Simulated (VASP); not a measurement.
# Ag (P-1) in VASP: settings compared

Aim: see how the results for Ag move with the level of theory and the settings. Levels: PBEsol, PBE-based screened hybrid with 25 % exact exchange, PBEsol-based global hybrid with 25 % exact exchange, PBE0. Tasks: single point.

All numbers are computed with VASP 6.6.1; they aren't measurements. Logs are shortened: lines on timing, memory, paths and dates and some standing lists are left out, and cuts for length are marked.

## (1) The cell of the first run

The typed cell holds 1 atom: a = 2.819 Å, b = 2.883 Å, c = 2.861 Å, α = 109.89°, β = 107.88°, γ = 109.47°.

## (2) Single point, PBEsol

Contents of INCAR:

```
  PREC = Accurate
  ENCUT = 520
  EDIFF = 1E-6
  ISMEAR = 1
  SIGMA = 0.1
  LREAL = F
  LASPH = T
  NELM = 60
  ALGO = Fast
  ISIF = 2
  LWAVE = F
  LCHARG = F
  GGA = PS
  NBANDS = 12
```

Contents of KPOINTS:

```
regular mesh
0
Gamma
  13 13 13
```

Contents of POSCAR:

```
Ag
1.0
   -1.6103805100      1.6535326600      1.6181576800
    1.6593070500     -1.6605473000      1.6740988600
    1.6393304800      1.6894972700     -1.6251723200
Ag
1
Direct
    0.0000000000      0.0000000000      0.0000000000
```

Potentials or basis: VASP PAW PBE potentials, release 64 (Ag).

Run with:

```bash
> cat potpaw_PBE.64/Ag/POTCAR > POTCAR
> mpirun -np 1 vasp_std > vasp.out
```

OUTCAR:

```text
PREC = Accurate
   ENCUT = 520
   EDIFF = 1E-6
   ISMEAR = 1
   LREAL = F
   LASPH = T
   NELM = 60
   ISIF = 2
   GGA = PS

 ion  position               nearest neighbor table
   1  0.000  0.000  0.000-

  LATTYP: Found a triclinic cell.
 ALAT       =     8.1541336646
 B/A-ratio  =     0.3535977825
 C/A-ratio  =     0.5810057972
 COS(alpha) =     0.0005620897
 COS(beta)  =     0.2946861589
 COS(gamma) =     0.9417683507

  Lattice vectors:

 A1 = (   3.2896641300,  -6.6641245300,   3.3552123600)
 A2 = (   1.6593070500,  -1.6605473000,   1.6740988600)
 A3 = (  -3.3275875000,  -3.3719799000,  -0.0419119000)

Analysis of symmetry for initial positions (statically):
=====================================================================
 Subroutine PRICEL returns:
 Original cell was already a primitive cell.

 Routine SETGRP: Setting up the symmetry group for a
 triclinic supercell.

 Subroutine GETGRP returns: Found  2 space group operations
 (whereof  2 operations were pure point group operations)
 out of a pool of  2 trial point group operations.

The static configuration has the point symmetry S_2 .

Analysis of symmetry for dynamics (positions and initial velocities):
=====================================================================
 Subroutine PRICEL returns:
 Original cell was already a primitive cell.

 Routine SETGRP: Setting up the symmetry group for a
 triclinic supercell.

 Subroutine GETGRP returns: Found  2 space group operations
 (whereof  2 operations were pure point group operations)
 out of a pool of  2 trial point group operations.

The dynamic configuration has the point symmetry S_2 .

 Subroutine INISYM returns: Found  2 space group operations
 (whereof  2 operations are pure point group operations),
 and found     1 'primitive' translations

----------------------------------------------------------------------------------------

                                     Primitive cell

  volume of cell :      18.1471

  direct lattice vectors                    reciprocal lattice vectors
    -1.610380510  1.653532660  1.618157680    -0.007147690  0.299830639  0.304488093
     1.659307050 -1.660547300  1.674098860     0.298733347 -0.001958955  0.299299358
     1.639330480  1.689497270 -1.625172320     0.300610010  0.296518567 -0.003835617

  length of vectors
     2.818852590  2.883283582  2.860592686     0.427390337  0.422877708  0.422260998

  position of ions in fractional coordinates (direct lattice)
     0.000000000  0.000000000  0.000000000

  ion indices of the primitive-cell ions
   primitive index   ion index
                 1           1

----------------------------------------------------------------------------------------

 KPOINTS: regular mesh

Automatic generation of k-mesh.
 Grid dimensions read from file:
 generate k-points for:   13   13   13

 Generating k-lattice:

  Cartesian coordinates                     Fractional coordinates (reciprocal lattice)
    -0.000549822  0.023063895  0.023422161     0.076923077  0.000000000  0.000000000
     0.022979488 -0.000150689  0.023023028    -0.000000000  0.076923077  0.000000000
     0.023123847  0.022809121 -0.000295047    -0.000000000  0.000000000  0.076923077

  Length of vectors
     0.032876180  0.032529054  0.032481615

  Shift w.r.t. Gamma in fractional coordinates (k-lattice)
     0.000000000  0.000000000  0.000000000

 Subroutine IBZKPT returns following result:
 ===========================================

 Found   1099 irreducible k-points:

 Following reciprocal coordinates:
            Coordinates               Weight
  0.000000  0.000000  0.000000      1.000000
  0.076923  0.000000  0.000000      2.000000
  0.153846  0.000000  0.000000      2.000000
  0.230769  0.000000  0.000000      2.000000
  0.307692  0.000000  0.000000      2.000000
  0.384615  0.000000 -0.000000      2.000000
[... 16 lines left out ...]
  0.153846  0.153846  0.000000      2.000000
  0.230769  0.153846 -0.000000      2.000000
 [... further k-points ...]
   k-points           NKPTS =   1099   k-points in BZ     NKDIM =   1099   number of bands    NBANDS=     12
   number of dos      NEDOS =    301   number of ions     NIONS =      1
   total plane-waves  NPLWV =  13824
   dimension x,y,z NGX =    24 NGY =   24 NGZ =   24
   dimension x,y,z NGXF=    48 NGYF=   48 NGZF=   48
   ions per type =               1
   NGX,Y,Z   is equivalent  to a cutoff of  14.15, 13.84, 13.95 a.u.
   NGXF,Y,Z  is equivalent  to a cutoff of  28.31, 27.68, 27.90 a.u.
 SYSTEM =  unknown system
   PREC   = accura    normal or accurate (medium, high low for compatibility)
   ISTART =      0    job   : 0-new  1-cont  2-samecut
   ICHARG =      2    charge: 1-file 2-atom 10-const
   ISPIN  =      1    spin polarized calculation?
   LNONCOLLINEAR =      F non collinear calculations
   LSORBIT =      F    spin-orbit coupling
   LASPH  =      T    aspherical Exc in radial PAW
   ENCUT  =  520.0 eV  38.22 Ry    6.18 a.u.   5.24  5.36  5.32*2*pi/ulx,y,z
   NELM   =     60;   NELMIN=  2; NELMDL= -5     # of ELM steps
   EDIFF  = 0.1E-05   stopping-criterion for ELM
   LREAL  =      F    real-space projection
   EDIFFG = 0.1E-04   stopping-criterion for IOM
   NSW    =      0    number of steps for IOM
   IBRION =     -1    ionic relax: 0-MD 1-quasi-New 2-CG
   NFREE  =      0    steps in history (QN), initial steepest desc. (CG)
   ISIF   =      2    stress and relaxation
   ISYM   =      2    0-nonsym 1-usesym 2-fastsym
   POTIM  = 0.5000    time-step for ionic-motion
   TEBEG  =    0.0;   TEEND  =   0.0 temperature during run
   PSTRESS=    0.0 pullay stress
   NELECT =      11.0000    total number of electrons
   NUPDOWN=      -1.0000    fix difference up-down
   EMIN   =  10.00;   EMAX   =-10.00  energy-range for DOS
   EFERMI =   0.00;   METHOD = LEGACY
   ISMEAR =     1;   SIGMA  =   0.10  broadening in eV -4-tet -1-fermi 0-gaus
   EFERMI_NEDOS =   21; number of points for ismear=-14 and -15
   IALGO  =     68    algorithm
   IMIX   =      4    mixing-type and parameters
     AMIX     =   0.40;   BMIX     =  1.00
     AMIX_MAG =   1.60;   BMIX_MAG =  1.00
  volume/ion in A,a.u.               =      18.15       122.46
  Fermi-wavevector in a.u.,A,eV,Ry     =   1.385489  2.618195 26.117482  1.919581
  Thomas-Fermi vector in A             =   2.509895
   LORBIT       =      0    0 simple, 1 ext, 2 COOP (PROOUT), +10 PAW based schemes
   GGA     = PS    functional components
   LHFCALC =     F    Hartree Fock is set to
   AEXX    =    0.0000 exact exchange contribution
   IVDW    =     0    specifies the selected vdW correction
   LEPSILON=     F    determine dielectric tensor
   LRPA    =     F    only Hartree local field effects (RPA)
 non-spin polarized calculation
 RMM-DIIS sequential band-by-band and
 Methfessel and Paxton  Order N= 1 SIGMA  =   0.10
  energy-cutoff  :      520.00
  volume of cell :       18.15
 maximum number of plane-waves:       501
 NGX is ok and might be reduce to    24
   NGX = 11   NGY = 11   NGZ = 11

 number of electron      11.0000000 magnetization

 Free energy of the ion-electron system (eV)
  ---------------------------------------------------
  ext. energy  EPLUGINS =         0.00000000
  ---------------------------------------------------
  free energy    TOTEN  =        -3.23900784 eV

  energy without entropy =       -3.23894622  energy(sigma->0) =       -3.23898730

 E-fermi :   7.3968     XC(G=0): -12.0427

 val. band max:        7.3946283865   @ k =   0.3077  -0.3846   0.3077
 cond. band min:       7.3977411485   @ k =  -0.3077   0.0769   0.4615
 fundamental gap:      0.0031127620
 Fermi energy:         7.3967799392

 k-point     1 :       0.0000    0.0000    0.0000
  band No.  band energies     occupation
      1       0.0228      2.00000
      2       2.5791      2.00000
      3       2.7660      2.00000
      4       2.8487      2.00000
      5       3.9222      2.00000
      6       3.9950      2.00000
      7      24.7894      0.00000
      8      25.0534      0.00000
      9      25.4289      0.00000
     10      30.0336      0.00000
     11      30.3245      0.00000
     12      30.9445      0.00000

 k-point     2 :       0.0769    0.0000    0.0000
  band No.  band energies     occupation
      1       0.2090      2.00000
      2       2.6233      2.00000
      3       2.7325      2.00000
      4       2.9084      2.00000
      5       3.8840      2.00000
      6       3.9841      2.00000
      7      24.5389      0.00000
      8      24.7767      0.00000
      9      25.4618      0.00000
     10      28.5226      0.00000
     11      28.7616      0.00000
     12      29.7717      0.00000

 k-point     3 :       0.1538    0.0000    0.0000
  band No.  band energies     occupation
      1       0.7247      2.00000
      2       2.5901      2.00000
      3       2.7482      2.00000
      4       3.1479      2.00000
      5       3.7923      2.00000
      6       3.9785      2.00000
      7      22.5972      0.00000
      8      24.2591      0.00000
      9      25.6251      0.00000
     10      27.0003      0.00000
     11      27.9901      0.00000
     12      28.1903      0.00000
[... 286 lines left out ...]
 k-point    23 :       0.1538    0.1538    0.0000
  band No.  band energies     occupation
      1       1.6668      2.00000
      2       2.4695      2.00000
      3       2.5784      2.00000
      4       3.7198      2.00000
      5       4.0098      2.00000
      6       4.2865      2.00000
      7      19.7217      0.00000
      8      20.1422      0.00000
      9      23.3463      0.00000
     10      26.3199      0.00000
     11      29.0421      0.00000
     12      30.6608      0.00000

 k-point    24 :       0.2308    0.1538   -0.0000
  band No.  band energies     occupation
      1       1.8395      2.00000
      2       2.3785      2.00000
      3       2.9616      2.00000
      4       3.7144      2.00000
      5       4.1249      2.00000
      6       5.2403      2.00000
      7      17.0776      0.00000
      8      18.7538      0.00000
      9      22.3519      0.00000
     10      26.7186      0.00000
     11      29.4688      0.00000
     12      31.1574      0.00000

 [... further k-points ...]

------------------------ aborting loop because EDIFF is reached ----------------------------------------

  FORCE on cell =-STRESS in cart. coord.  units (eV):
  Direction    XX          YY          ZZ          XY          YZ          ZX
  --------------------------------------------------------------------------------------
  -------------------------------------------------------------------------------------
  Total       -0.8469101     -0.7670495     -0.8558067     -0.1024052      0.0289038     -0.1462711
  in kB      -74.7722277    -67.7214709    -75.5576849     -9.0411809      2.5518670    -12.9140235
  external PRESSURE =     -72.6837945 kB  Pullay stress =       0.0000000 kB

 VOLUME and BASIS-vectors are now :
 -----------------------------------------------------------------------------
  energy-cutoff  :      520.00
  volume of cell :       18.15
      direct lattice vectors                 reciprocal lattice vectors
    -1.610380510  1.653532660  1.618157680    -0.007147690  0.299830639  0.304488093
     1.659307050 -1.660547300  1.674098860     0.298733347 -0.001958955  0.299299358
     1.639330480  1.689497270 -1.625172320     0.300610010  0.296518567 -0.003835617

 POSITION                                       TOTAL-FORCE (eV/Angst)
 -----------------------------------------------------------------------------------
      0.00000      0.00000      0.00000         0.000000      0.000000      0.000000
 -----------------------------------------------------------------------------------
    total drift:                               -0.000000      0.000000      0.000000

  FREE ENERGIE OF THE ION-ELECTRON SYSTEM (eV)
  ---------------------------------------------------
  free  energy   TOTEN  =        -3.2390078444 eV

  energy  without entropy=       -3.2389462182  energy(sigma->0) =       -3.23898730
```

It took 4 min on 1 thread of Intel Xeon Platinum 8375C at 2.90GHz (Ice Lake), shared host; peak memory 0.33 GiB.

What came out:

```
Free energy            : -3.2390 eV
Pressure               : -7.3 GPa
Band gap on the k mesh : zero (an odd number of electrons rules out a gap without spin polarisation)
```

Caveat: the cell stands under tension; the PAW data sets were made with another functional, which shifts forces and pressure a little.

(Continued in part 2 of 3.)

The gap in the log of VASP goes by the Fermi energy; the results here count the filled bands.